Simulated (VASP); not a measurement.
# BaMn3 (Pm-3m) in VASP: notebook, part 2 of 2

VASP 6.6.1.

## 3. Relaxation of cell and atoms, PBE, collinear spin, ferromagnetic start

This run uses another cell than the first one, of 18.75 Å³/atom.

INCAR reads:

```
SYSTEM = BaMn3
  PREC = Accurate
  ENCUT = 600
  EDIFF = 1E-6
  ISMEAR = 0
  SIGMA = 0.1
  LREAL = .False.
  LASPH = .True.
  NELM = 150
  ALGO = Normal
  ISIF = 3
  LWAVE = .False.
  LCHARG = .False.
  ISPIN = 2
  MAGMOM = 0 3.77 3.77 3.77
  LORBIT = 11
  LMAXMIX = 4
  GGA = PE
  IBRION = 2
  NSW = 90
  EDIFFG = -0.04
```

KPOINTS reads:

```
regular mesh
0
Gamma
  4 4 4
  0 0 0
```

POSCAR reads:

```
BaMn3
1.0
    4.2171094157      0.0000000000      0.0000000000
    0.0000000000      4.2171094157      0.0000000000
    0.0000000000      0.0000000000      4.2171094157
Ba Mn
1 3
Direct
    0.0000000000      0.0000000000      0.0000000000
    0.0000000000      0.5000000000      0.5000000000
    0.5000000000      0.0000000000      0.5000000000
    0.5000000000      0.5000000000      0.0000000000
```

Potentials or basis: VASP PAW PBE potentials, release 64 (Ba_sv, Mn_pv).

Started as:

```bash
$ cat potpaw_PBE.64/Ba_sv/POTCAR potpaw_PBE.64/Mn_pv/POTCAR > POTCAR
$ mpirun -np 1 vasp_std > vasp.out
```

OUTCAR:

```text
SYSTEM = BaMn3
   PREC = Accurate
   ENCUT = 600
   EDIFF = 1E-6
   ISMEAR = 0
   LREAL = .False.
   LASPH = .True.
   NELM = 150
   ISIF = 3
   ISPIN = 2
   LORBIT = 11
   GGA = PE
   IBRION = 2
   NSW = 90
   EDIFFG = -0.04

 ion  position               nearest neighbor table
   1  0.000  0.000  0.000-   2 2.98   3 2.98   4 2.98   2 2.98   3 2.98   2 2.98   4 2.98   2 2.98
                             3 2.98   4 2.98   3 2.98   4 2.98
   2  0.000  0.500  0.500-   1 2.98   3 2.98   4 2.98   1 2.98   4 2.98   1 2.98   3 2.98   1 2.98
                             3 2.98   4 2.98   4 2.98   3 2.98
   3  0.500  0.000  0.500-   1 2.98   2 2.98   4 2.98   1 2.98   4 2.98   2 2.98   4 2.98   4 2.98
                             1 2.98   2 2.98   1 2.98   2 2.98
   4  0.500  0.500  0.000-   1 2.98   2 2.98   3 2.98   2 2.98   3 2.98   1 2.98   3 2.98   3 2.98
                             1 2.98   2 2.98   2 2.98   1 2.98

  LATTYP: Found a simple cubic cell.
 ALAT       =     4.2171094157

  Lattice vectors:

 A1 = (   4.2171094157,   0.0000000000,   0.0000000000)
 A2 = (   0.0000000000,   4.2171094157,   0.0000000000)
 A3 = (   0.0000000000,   0.0000000000,   4.2171094157)

Analysis of symmetry for initial positions (statically):
=====================================================================
 Subroutine PRICEL returns:
 Original cell was already a primitive cell.

 Routine SETGRP: Setting up the symmetry group for a
 simple cubic supercell.

 Subroutine GETGRP returns: Found 48 space group operations
 (whereof 48 operations were pure point group operations)
 out of a pool of 48 trial point group operations.

The static configuration has the point symmetry O_h .

Analysis of symmetry for dynamics (positions and initial velocities):
=====================================================================
 Subroutine PRICEL returns:
 Original cell was already a primitive cell.

 Routine SETGRP: Setting up the symmetry group for a
 simple cubic supercell.

 Subroutine GETGRP returns: Found 48 space group operations
 (whereof 48 operations were pure point group operations)
 out of a pool of 48 trial point group operations.

The dynamic configuration has the point symmetry O_h .

Analysis of structural, dynamic, and magnetic symmetry:
=====================================================================
 Subroutine PRICEL returns:
 Original cell was already a primitive cell.

 Routine SETGRP: Setting up the symmetry group for a
 simple cubic supercell.

 Subroutine GETGRP returns: Found 48 space group operations
 (whereof 48 operations were pure point group operations)
 out of a pool of 48 trial point group operations.

The overall configuration has the point symmetry O_h .

 Subroutine INISYM returns: Found 48 space group operations
 (whereof 48 operations are pure point group operations),
 and found     1 'primitive' translations

----------------------------------------------------------------------------------------

                                     Primitive cell

  volume of cell :      74.9971

  direct lattice vectors                    reciprocal lattice vectors
     4.217109416  0.000000000  0.000000000     0.237129252  0.000000000  0.000000000
     0.000000000  4.217109416  0.000000000     0.000000000  0.237129252  0.000000000
     0.000000000  0.000000000  4.217109416     0.000000000  0.000000000  0.237129252

  length of vectors
[... 65 lines left out ...]
   ISPIN  =      2    spin polarized calculation?
   LNONCOLLINEAR =      F non collinear calculations
   LSORBIT =      F    spin-orbit coupling
   LASPH  =      T    aspherical Exc in radial PAW
   ENCUT  =  600.0 eV  44.10 Ry    6.64 a.u.   8.42  8.42  8.42*2*pi/ulx,y,z
   NELM   =    150;   NELMIN=  2; NELMDL= -5     # of ELM steps
   EDIFF  = 0.1E-05   stopping-criterion for ELM
   LREAL  =      F    real-space projection
   EDIFFG = -.4E-01   stopping-criterion for IOM
   NSW    =     90    number of steps for IOM
   IBRION =      2    ionic relax: 0-MD 1-quasi-New 2-CG
   NFREE  =      1    steps in history (QN), initial steepest desc. (CG)
   ISIF   =      3    stress and relaxation
   ISYM   =      2    0-nonsym 1-usesym 2-fastsym
   POTIM  = 0.5000    time-step for ionic-motion
   TEBEG  =    0.0;   TEEND  =   0.0 temperature during run
   PSTRESS=    0.0 pullay stress
   NELECT =      49.0000    total number of electrons
   NUPDOWN=      -1.0000    fix difference up-down
   EMIN   =  10.00;   EMAX   =-10.00  energy-range for DOS
   EFERMI =   0.00;   METHOD = LEGACY
   ISMEAR =     0;   SIGMA  =   0.10  broadening in eV -4-tet -1-fermi 0-gaus
   EFERMI_NEDOS =   21; number of points for ismear=-14 and -15
   IALGO  =     38    algorithm
   IMIX   =      4    mixing-type and parameters
     AMIX     =   0.40;   BMIX     =  1.00
     AMIX_MAG =   1.60;   BMIX_MAG =  1.00
  volume/ion in A,a.u.               =      18.75       126.53
  Fermi-wavevector in a.u.,A,eV,Ry     =   1.420557  2.684463 27.456313  2.017982
  Thomas-Fermi vector in A             =   2.541460
   LORBIT       =     11    0 simple, 1 ext, 2 COOP (PROOUT), +10 PAW based schemes
   GGA     = PE    functional components
   LHFCALC =     F    Hartree Fock is set to
   AEXX    =    0.0000 exact exchange contribution
   IVDW    =     0    specifies the selected vdW correction
   LEPSILON=     F    determine dielectric tensor
   LRPA    =     F    only Hartree local field effects (RPA)
 conjugate gradient relaxation of ions
 spin polarized calculation
 Gauss-broadening in eV      SIGMA  =   0.10
  energy-cutoff  :      600.00
  volume of cell :       75.00
 maximum number of plane-waves:      2522
 NGX is ok and might be reduce to    36
   NGX = 17   NGY = 17   NGZ = 17

--------------------------------------- Ionic step        1  -------------------------------------------

 number of electron      49.0000052 magnetization       9.9968354

 number of electron      49.0000051 magnetization      10.1217421

 Free energy of the ion-electron system (eV)
  ---------------------------------------------------
  ext. energy  EPLUGINS =         0.00000000
  ---------------------------------------------------
  free energy    TOTEN  =       -24.63027861 eV

  energy without entropy =      -24.61265992  energy(sigma->0) =      -24.62146926

------------------------ aborting loop because EDIFF is reached ----------------------------------------

  FORCE on cell =-STRESS in cart. coord.  units (eV):
  Direction    XX          YY          ZZ          XY          YZ          ZX
  --------------------------------------------------------------------------------------
  -------------------------------------------------------------------------------------
  Total        2.7413071      2.7413071      2.7413071      0.0000000      0.0000000      0.0000000
  in kB       58.5630469     58.5630469     58.5630469      0.0000000      0.0000000      0.0000000
  external PRESSURE =      58.5630469 kB  Pullay stress =       0.0000000 kB
[... 65 lines left out ...]
--------------------------------------- Ionic step        3  -------------------------------------------

 number of electron      48.9999972 magnetization      10.3784916

 Free energy of the ion-electron system (eV)
  ---------------------------------------------------
  ext. energy  EPLUGINS =         0.00000000
  ---------------------------------------------------
  free energy    TOTEN  =       -24.77444819 eV

  energy without entropy =      -24.75721326  energy(sigma->0) =      -24.76583072

 E-fermi :   5.1324     XC(G=0): -10.7822

 val. band max:        5.1106466933   @ k =   0.5000   0.5000   0.0000
 cond. band min:       5.1634983583   @ k =   0.2500   0.0000   0.0000
 fundamental gap:      0.0528516650
 Fermi energy:         5.1324415215

 spin component 1

 k-point     1 :       0.0000    0.0000    0.0000
  band No.  band energies     occupation
      1     -44.4036      1.00000
      2     -44.4036      1.00000
      3     -44.4036      1.00000
      4     -44.3944      1.00000
      5     -44.3944      1.00000
      6     -44.3944      1.00000
[... 369 lines left out ...]
     34       7.6661      0.00000
     35       7.6661      0.00000
 Fermi energy:         5.1324415215

 spin component 2

 k-point     1 :       0.0000    0.0000    0.0000
  band No.  band energies     occupation
      1     -40.6866      1.00000
      2     -40.6866      1.00000
      3     -40.6866      1.00000
      4     -40.6730      1.00000
      5     -40.6730      1.00000
      6     -40.6730      1.00000
[... 400 lines left out ...]
  FREE ENERGIE OF THE ION-ELECTRON SYSTEM (eV)
  ---------------------------------------------------
  free  energy   TOTEN  =       -24.7744481851 eV

  energy  without entropy=      -24.7572132638  energy(sigma->0) =      -24.76583072

 reached required accuracy - stopping structural energy minimisation

 total charge

# of ion       s       p       d       tot
------------------------------------------
    1        2.095   5.455   0.769   8.318
    2        0.309   6.133   5.003  11.446
    3        0.309   6.133   5.003  11.446
    4        0.309   6.133   5.003  11.446
--------------------------------------------------
tot          3.022  23.855  15.779  42.656

 magnetization (x)

# of ion       s       p       d       tot
------------------------------------------
    1       -0.021   0.047  -0.200  -0.173
    2        0.004  -0.011   3.488   3.481
    3        0.004  -0.011   3.488   3.481
    4        0.004  -0.011   3.488   3.481
--------------------------------------------------
tot         -0.009   0.014  10.266  10.271
```

OSZICAR:

```text
N       E                     dE             d eps       ncg     rms          rms(c)
DAV:   1     0.625093950400E+03    0.62509E+03   -0.29727E+04  1400   0.182E+03
[... 36 lines left out ...]
DAV:   4    -0.247750297975E+02    0.10580E-02   -0.13800E-02  1646   0.487E-01    0.293E-01
DAV:   5    -0.247744426101E+02    0.58719E-03   -0.29438E-03  1798   0.306E-01    0.119E-01
DAV:   6    -0.247744393933E+02    0.32168E-05   -0.11619E-04  1586   0.572E-02    0.694E-02
DAV:   7    -0.247744440244E+02   -0.46311E-05   -0.75898E-05  1572   0.532E-02    0.253E-02
DAV:   8    -0.247744465508E+02   -0.25264E-05   -0.81609E-06  1458   0.153E-02    0.684E-03
DAV:   9    -0.247744477185E+02   -0.11676E-05   -0.13403E-06  1101   0.678E-03    0.330E-03
DAV:  10    -0.247744481851E+02   -0.46664E-06   -0.37875E-07   773   0.412E-03
   3 F= -.24774448E+02 E0= -.24765831E+02  d E =-.144170E+00  mag=    10.3785
```

Wall time 76 s (1 thread of Intel Xeon 6975P-C (Granite Rapids), shared host); peak memory 0.26 GiB.

Results:

- Free energy: -24.7744 eV
- Relaxed volume: 20.87 Å³/atom
- Relaxed cell: a = 4.370 Å, b = 4.370 Å, c = 4.370 Å, α = 90.00°, β = 90.00°, γ = 90.00°
- Space group after relaxing (to 0.1 Å): Pm-3m (No. 221)
- Energy gained by relaxing: 36.0 meV/atom
- Ionic steps: 3
- Pressure after relaxing: 0.1 GPa
- Net moment: 10.38 μB per cell
- Site moments: Ba -0.17; Mn +3.48 μB
- Valence electrons inside the program's atomic spheres: Ba 8.32; Mn 11.45

The path:
```csv
step,energy change (eV),largest force (eV/Å),pressure (GPa),volume (Å³)
1,0.0000,0.0000,5.86,75.00
2,-0.1430,0.0000,0.43,82.68
3,-0.1442,0.0000,0.06,83.48
```

Final structure:
```
CELL_PARAMETERS angstrom
4.37042 0.00000 0.00000
0.00000 4.37042 0.00000
0.00000 0.00000 4.37042
ATOMIC_POSITIONS crystal
Ba 0.00000 0.00000 0.00000
Mn 0.00000 0.50000 0.50000
Mn 0.50000 0.00000 0.50000
Mn 0.50000 0.50000 0.00000
```

Caveat: the k points lie up to 0.36 Å⁻¹ apart in the final cell; spin-orbit coupling is left out, which moves the levels of the heavy elements.
